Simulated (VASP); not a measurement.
Here is a VASP 6.6.1 calculation.

File INCAR:

```
SYSTEM = Al
  PREC = Accurate
  ENCUT = 520
  EDIFF = 1E-6
  ISMEAR = 0
  SIGMA = 0.15
  LREAL = .False.
  LASPH = .True.
  NELM = 100
  ALGO = Fast
  ISIF = 2
  LWAVE = .False.
  LCHARG = .False.
  GGA = PE
  IVDW = 12
  NBANDS = 14
```

KPOINTS

```
regular mesh
0
Gamma
  18 18 4
  0 0 0
```

The input POSCAR:

```
Al
1.0
    2.9720000000      0.0000000000      0.0000000000
   -1.4860000000      2.5738275000      0.0000000000
    0.0000000000      0.0000000000     11.2371000000
Al
4
Direct
    0.0000000000      0.0000000000      0.0000000000
    0.3333333333      0.6666666667      0.2500000000
    0.0000000000      0.0000000000      0.5000000000
    0.6666666667      0.3333333333      0.7500000000
```

Potentials or basis: VASP PAW PBE potentials, release 64 (Al).

The run is started by

```bash
$ cat potpaw_PBE.64/Al/POTCAR > POTCAR
$ mpirun -np 1 vasp_std > vasp.out
```

(1) What does it give for the band gap on the k mesh?

(2) Predict the dispersion energy per atom.

(3) Predict the pressure.

Results:

(1) zero (bands 6 and 7 overlap by 3.70 eV).

(2) -0.257 eV.

(3) -11.8 GPa.

Caveat: the cell stands under tension.
